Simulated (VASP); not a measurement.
Input of a VASP 6.6.1 run:

File INCAR:

```
SYSTEM = Hg
PREC     = Accurate       ! precision mode
ENCUT    = 550            ! plane-wave cutoff, eV
EDIFF    = 1E-6           ! SCF threshold, eV
ISMEAR   = 0              ! smearing method
SIGMA    = 0.1            ! smearing width, eV
LREAL    = .FALSE.        ! projectors in reciprocal space
LASPH    = .TRUE.         ! aspherical terms in the spheres
NELM     = 120            ! most SCF steps
ALGO     = Normal         ! electronic algorithm
ISIF     = 2              ! what is computed and relaxed
LWAVE    = .FALSE.        ! write WAVECAR
LCHARG   = .FALSE.        ! write CHGCAR
GGA      = PE             ! functional
IVDW     = 12             ! dispersion correction
NBANDS   = 48             ! bands
GGA_COMPAT= .FALSE.
```

File KPOINTS:

```
regular mesh
0
G
  12 12 4
  0 0 0
```

Contents of POSCAR:

```
Hg
1.0
    3.2806617645      0.0000000000      0.0000000000
   -1.6403308823      2.8411364293      0.0000000000
    0.0000000000      0.0000000000     10.3575545522
Hg
4
Direct
    0.0000000000      0.0000000000      0.0000000000
    0.3333333333      0.6666666667      0.2500000000
    0.0000000000      0.0000000000      0.5000000000
    0.6666666667      0.3333333333      0.7500000000
```

Potentials or basis: VASP PAW PBE potentials, release 64 (Hg_sv_GW).

Launch:

```sh
$ cat potpaw_PBE.64/Hg_sv_GW/POTCAR > POTCAR
$ mpirun -np 1 vasp_std > vasp.out
```

What does it give for the band gap on the k mesh?

Zero (bands 40 and 41 overlap by 1.31 eV).

Estimate the pressure.

0.7 GPa.

Caveat: spin-orbit coupling is left out, which moves the levels of the heavy elements.
